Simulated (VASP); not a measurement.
# MnO2 (P6_3/mmc) in VASP: further runs, part 2 of 2

VASP 6.6.1. The steps go on from the part before.

## 3. Single point, PBE, collinear spin, ferromagnetic start

This run uses another cell than the first one, of 13.51 Å³/atom.

The input, INCAR:

```
SYSTEM = MnO2
  PREC = Accurate
  ENCUT = 700
  EDIFF = 1E-6
  ISMEAR = -1
  SIGMA = 0.05
  LREAL = .False.
  LASPH = .True.
  NELM = 200
  ALGO = Normal
  ISIF = 2
  LWAVE = .False.
  LCHARG = .True.
  ISPIN = 2
  MAGMOM = 4 4 0 0 0 0
  LORBIT = 11
  LMAXMIX = 4
  GGA = PE
  LELF = .True.
  LVHAR = .True.
  NBANDS = 40
  GGA_COMPAT = .False.
```

The input, KPOINTS:

```
regular mesh
0
Gamma
  11 11 3
  0 0 0
```

The input, POSCAR:

```
MnO2
1.0
    2.8765183032      0.0000000000      0.0000000000
   -1.4382591516      2.4911379251      0.0000000000
    0.0000000000      0.0000000000     11.3130597958
Mn O
2 4
Direct
    0.0000000000      0.0000000000      0.5000000000
    0.0000000000      0.0000000000      0.0000000000
    0.6666666667      0.3333333333      0.4155599330
    0.6666666667      0.3333333333      0.0844400670
    0.3333333333      0.6666666667      0.5844400670
    0.3333333333      0.6666666667      0.9155599330
```

Potentials or basis: VASP PAW PBE potentials, release 64 (Mn_sv, O).

Command:

```bash
> cat potpaw_PBE.64/Mn_sv/POTCAR potpaw_PBE.64/O/POTCAR > POTCAR
> mpirun -np 1 vasp_std > vasp.out
```

OUTCAR:

```text
SYSTEM = MnO2
   PREC = Accurate
   ENCUT = 700
   EDIFF = 1E-6
   ISMEAR = -1
   LREAL = .False.
   LASPH = .True.
   NELM = 200
   ISIF = 2
   ISPIN = 2
   LORBIT = 11
   GGA = PE

 ion  position               nearest neighbor table
   1  0.000  0.000  0.500-   3 1.92   5 1.92   3 1.92   5 1.92   3 1.92   5 1.92
   2  0.000  0.000  0.000-   4 1.92   6 1.92   4 1.92   6 1.92   4 1.92   6 1.92
   3  0.667  0.333  0.416-   1 1.92   1 1.92   1 1.92
   4  0.667  0.333  0.084-   2 1.92   2 1.92   2 1.92
   5  0.333  0.667  0.584-   1 1.92   1 1.92   1 1.92
   6  0.333  0.667  0.916-   2 1.92   2 1.92   2 1.92

  LATTYP: Found a hexagonal cell.
 ALAT       =     2.8765183032
 C/A-ratio  =     3.9329003341

  Lattice vectors:

 A1 = (   2.8765183032,   0.0000000000,   0.0000000000)
 A2 = (  -1.4382591516,   2.4911379251,   0.0000000000)
 A3 = (   0.0000000000,   0.0000000000,  11.3130597958)

Analysis of symmetry for initial positions (statically):
=====================================================================
 Subroutine PRICEL returns:
 Original cell was already a primitive cell.

 Routine SETGRP: Setting up the symmetry group for a
 hexagonal supercell.

 Subroutine GETGRP returns: Found 24 space group operations
 (whereof 12 operations were pure point group operations)
 out of a pool of 24 trial point group operations.

The static configuration has the point symmetry D_3d.
 The point group associated with its full space group is D_6h.

Analysis of symmetry for dynamics (positions and initial velocities):
=====================================================================
 Subroutine PRICEL returns:
 Original cell was already a primitive cell.

 Routine SETGRP: Setting up the symmetry group for a
 hexagonal supercell.

 Subroutine GETGRP returns: Found 24 space group operations
 (whereof 12 operations were pure point group operations)
 out of a pool of 24 trial point group operations.

[... 180 lines left out ...]

 k-point     1 :       0.0000    0.0000    0.0000
  band No.  band energies     occupation
      1     -79.5767      1.00000
      2     -79.5766      1.00000
      3     -48.2198      1.00000
      4     -48.2198      1.00000
      5     -48.2123      1.00000
      6     -48.2123      1.00000
[... 997 lines left out ...]
     38      13.5657      0.00000
     39      15.1023      0.00000

 [... further k-points ...]

 spin component 2

 k-point     1 :       0.0000    0.0000    0.0000
  band No.  band energies     occupation
      1     -76.3624      1.00000
      2     -76.3624      1.00000
      3     -45.1274      1.00000
      4     -45.1274      1.00000
      5     -45.1273      1.00000
      6     -45.1273      1.00000
[... 997 lines left out ...]
     38      14.0172      0.00000
     39      15.6286      0.00000

 [... further k-points ...]

 [bands above 39 left out]

------------------------ aborting loop because EDIFF is reached ----------------------------------------

  FORCE on cell =-STRESS in cart. coord.  units (eV):
  Direction    XX          YY          ZZ          XY          YZ          ZX
  --------------------------------------------------------------------------------------
  -------------------------------------------------------------------------------------
  Total       -0.1933436     -0.1933436     -0.2625119      0.0000000      0.0000000      0.0000000
  in kB       -3.8211608     -3.8211608     -5.1881749      0.0000000      0.0000000      0.0000000
  external PRESSURE =      -4.2768322 kB  Pullay stress =       0.0000000 kB

 VOLUME and BASIS-vectors are now :
 -----------------------------------------------------------------------------
  energy-cutoff  :      700.00
  volume of cell :       81.07
      direct lattice vectors                 reciprocal lattice vectors
     2.876518303  0.000000000  0.000000000     0.347642495  0.200711488  0.000000000
    -1.438259152  2.491137925  0.000000000     0.000000000  0.401422976  0.000000000
     0.000000000  0.000000000 11.313059796     0.000000000  0.000000000  0.088393416

 POSITION                                       TOTAL-FORCE (eV/Angst)
 -----------------------------------------------------------------------------------
      0.00000      0.00000      5.65653         0.000000      0.000000      0.000000
      0.00000      0.00000      0.00000         0.000000      0.000000      0.000000
      1.43826      0.83038      4.70125        -0.000000      0.000000      0.019584
      1.43826      0.83038      0.95528        -0.000000      0.000000     -0.019584
     -0.00000      1.66076      6.61181         0.000000     -0.000000     -0.019584
     -0.00000      1.66076     10.35778         0.000000     -0.000000      0.019584
 -----------------------------------------------------------------------------------
    total drift:                               -0.000000      0.000000      0.000000

  FREE ENERGIE OF THE ION-ELECTRON SYSTEM (eV)
  ---------------------------------------------------
  free  energy   TOTEN  =       -48.1103520290 eV

  energy  without entropy=      -48.1103494925  energy(sigma->0) =      -48.11035076

 total charge

# of ion       s       p       d       tot
------------------------------------------
    1        2.201   6.107   4.445  12.753
    2        2.201   6.107   4.445  12.753
    3        1.577   3.411   0.000   4.988
    4        1.577   3.411   0.000   4.988
    5        1.577   3.411   0.000   4.988
    6        1.577   3.411   0.000   4.988
--------------------------------------------------
tot         10.711  25.858   8.890  45.459

 magnetization (x)

# of ion       s       p       d       tot
------------------------------------------
    1        0.024   0.017   2.700   2.741
    2        0.024   0.017   2.700   2.741
    3        0.004   0.031   0.000   0.035
    4        0.004   0.031   0.000   0.035
    5        0.004   0.031   0.000   0.035
    6        0.004   0.031   0.000   0.035
--------------------------------------------------
tot          0.061   0.160   5.400   5.621
```

Run time: 8.8 min. Hardware: 1 thread of Intel Xeon Platinum 8259CL at 2.50GHz (Skylake/Cascade Lake), shared host; peak memory 0.44 GiB.

What came out:

| Quantity | Value |
| --- | --- |
| Free energy | -48.1104 eV |
| Pressure | -0.4 GPa |
| Largest force | 0.020 eV/Å |
| Band gap on the k mesh | 1.03 eV (least direct gap 1.08 eV) |
| Net moment | 6.00 μB per cell |
| Site moments | Mn +2.74; O +0.04 μB |
| Valence electrons inside the program's atomic spheres | Mn 12.75; O 4.99 |

Forces on the atoms (eV/Å):
```
Mn   0.000  0.000  0.000
Mn   0.000  0.000  0.000
O    0.000  0.000  0.020
O    0.000  0.000 -0.020
O    0.000  0.000 -0.020
O    0.000  0.000  0.020
```

Levels at points of the mesh, in eV from the valence-band top:
Spin up:
```tsv
k point	band 28	band 29	band 30	band 31	band 32	band 33
(0.00, 0.00, 0.00)	-1.24	-0.16	-0.05	3.00	3.00	3.00
```
Spin down:
```csv
k point,band 21,band 22,band 23,band 24,band 25,band 26,band 27,band 28
"(0.00, 0.00, 0.00)",-1.20,-1.20,-1.19,-1.19,1.03,1.03,1.03,1.03
```

Caveat: the run started ferromagnetic, and an antiferromagnetic order may lie lower in energy. A k mesh can miss the band edges.

## 4. Relaxation of cell and atoms, PBEsol, collinear spin, ferromagnetic start

This run uses another cell than the first one, of 12.03 Å³/atom.

The input, INCAR:

```
SYSTEM = MnO2
  PREC = Accurate
  ENCUT = 600
  EDIFF = 1E-6
  ISMEAR = -1
  SIGMA = 0.05
  LREAL = .False.
  LASPH = .True.
  NELM = 150
  ALGO = Normal
  ISIF = 3
  LWAVE = .False.
  LCHARG = .False.
  ISPIN = 2
  MAGMOM = 4 4 0 0 0 0
  LORBIT = 11
  LMAXMIX = 4
  GGA = PS
  IBRION = 2
  NSW = 60
  EDIFFG = -0.01
```

The input, KPOINTS:

```
Automatic mesh
0
Gamma
  11 11 3
  0 0 0
```

The input, POSCAR:

```
MnO2
1.0
    2.8549554371      0.0000000000      0.0000000000
   -1.4274777185      2.4724639352      0.0000000000
    0.0000000000      0.0000000000     10.2217427273
Mn O
2 4
Direct
    0.0000000000      0.0000000000      0.5000000000
    0.0000000000      0.0000000000      0.0000000000
    0.6666666667      0.3333333333      0.4068564500
    0.6666666667      0.3333333333      0.0931435500
    0.3333333333      0.6666666667      0.5931435500
    0.3333333333      0.6666666667      0.9068564500
```

Potentials or basis: VASP PAW PBE potentials, release 64 (Mn_pv, O).

Command:

```bash
> cat potpaw_PBE.64/Mn_pv/POTCAR potpaw_PBE.64/O/POTCAR > POTCAR
> mpirun -np 1 vasp_std > vasp.out
```

It took 58 min on 1 thread of Intel Xeon 8259CL, shared host; peak memory 0.33 GiB.

It converged, with:

* Free energy: -50.1195 eV
* Relaxed volume: 12.01 Å³/atom
* Relaxed cell: a = 2.842 Å, b = 2.842 Å, c = 10.303 Å, α = 90.00°, β = 90.00°, γ = 120.00°
* Space group after relaxing (to 0.1 Å): P6_3/mmc (No. 194)
* Energy gained by relaxing: 0.8 meV/atom
* Ionic steps: 25
* Pressure after relaxing: 0.1 GPa
* Largest force after relaxing: 0.003 eV/Å
* Band gap on the k mesh: 0.74 eV (least direct gap 0.79 eV)
* Net moment: 6.00 μB per cell
* Site moments: Mn +2.83; O +0.05 μB
* Valence electrons inside the program's atomic spheres: Mn 11.80; O 4.98

Forces on the atoms (eV/Å):
```
Mn   0.000  0.000  0.000
Mn   0.000  0.000  0.000
O    0.000  0.000  0.003
O    0.000  0.000 -0.003
O    0.000  0.000 -0.003
O    0.000  0.000  0.003
```

The path:
```
step  energy change (eV)  largest force (eV/Å)  pressure (GPa)  volume (Å³)
   1              0.0000                0.1131           -1.62        72.15
   2              0.0041                0.2394            2.66        70.89
   3             -0.0036                0.0293            0.03        71.63
   4             -0.0036                0.0322            0.09        71.62
   5             -0.0040                0.0057            0.09        71.61
   6             -0.0041                0.0159            0.22        71.60
   7             -0.0040                0.0486           -0.21        71.77
   8             -0.0041                0.0289           -0.02        71.67
   9             -0.0042                0.0113            0.12        71.70
  10             -0.0042                0.0199            0.26        71.77
  11             -0.0043                0.0122            0.29        71.75
  12             -0.0043                0.0124            0.21        71.78
  13             -0.0043                0.0135            0.15        71.84
  14             -0.0044                0.0165            0.07        71.97
  15             -0.0044                0.0105            0.05        71.98
  16             -0.0045                0.0070           -0.06        72.03
  17             -0.0044                0.0411           -0.26        72.13
  18             -0.0045                0.0205           -0.18        72.07
  19             -0.0045                0.0207           -0.14        72.07
  20             -0.0046                0.0195            0.05        72.07
  21             -0.0045                0.0186            0.17        72.05
  22             -0.0046                0.0201           -0.05        72.06
  23             -0.0046                0.0198            0.02        72.06
  24             -0.0046                0.0163            0.09        72.07
  25             -0.0046                0.0033            0.07        72.08
```

Final structure:
```
Mn O
1.0
     2.84229    0.00000    0.00000
    -1.42115    2.46150    0.00000
     0.00000    0.00000   10.30255
Mn O
2 4
Direct
  0.00000 0.00000 0.50000
  0.00000 0.00000 0.00000
  0.66667 0.33333 0.40755
  0.66667 0.33333 0.09245
  0.33333 0.66667 0.59245
  0.33333 0.66667 0.90755
```

Levels at points of the mesh, in eV from the valence-band top:
Spin up:
| k point | band 25 | band 26 | band 27 | band 28 | band 29 | band 30 | band 31 | band 32 |
| --- | --- | --- | --- | --- | --- | --- | --- | --- |
| (0.00, 0.00, 0.00) | -1.44 | -1.44 | -0.27 | -0.04 | 2.91 | 2.91 | 2.93 | 2.93 |
Spin down:
```csv
k point,band 18,band 19,band 20,band 21,band 22,band 23,band 24,band 25,band 26,band 27
"(0.00, 0.00, 0.00)",-1.36,-1.36,-1.36,-1.34,-1.34,0.74,0.74,0.75,0.75,2.39
```

Caveat: the PAW data sets were made with another functional, which shifts forces and pressure a little; the run started ferromagnetic, and an antiferromagnetic order may lie lower in energy.

## 5. The runs side by side

```csv
task,level,potentials or basis,cell,cutoff (eV),gap on the mesh (eV),pressure (GPa),moment (μB),largest force (eV/Å)
single point,LDA,"VASP PAW LDA potentials, release 64 (Mn_pv, O)","a = 2.811, b = 2.811, c = 9.680 Å, angles 90.0, 90.0, 120.0°, 6 atoms, atomic positions A",520,0.17,1.0,5.99,0.11
single point,PBE,"VASP PAW PBE potentials, release 64 (Mn_sv, O)","a = 2.877, b = 2.877, c = 11.313 Å, angles 90.0, 90.0, 120.0°, 6 atoms, atomic positions B",700,1.03,-0.4,6.00,0.02
relaxation of cell and atoms,PBEsol,"VASP PAW PBE potentials, release 64 (Mn_pv, O)","relaxed from a = 2.855, b = 2.855, c = 10.222 Å, angles 90.0, 90.0, 120.0°, 6 atoms, atomic positions C",600,0.74,0.1,6.00,-
```

Alike in all rows: spin collinear, ferromagnetic start; k mesh 11 × 11 × 3; smearing fermi-dirac 0.05 eV.

Caveats: the run started ferromagnetic, and an antiferromagnetic order may lie lower in energy; the PAW data sets were made with another functional, which shifts forces and pressure a little (at least some runs).

Total energies depend on the potentials used, so only differences within one code and one set of settings carry meaning.
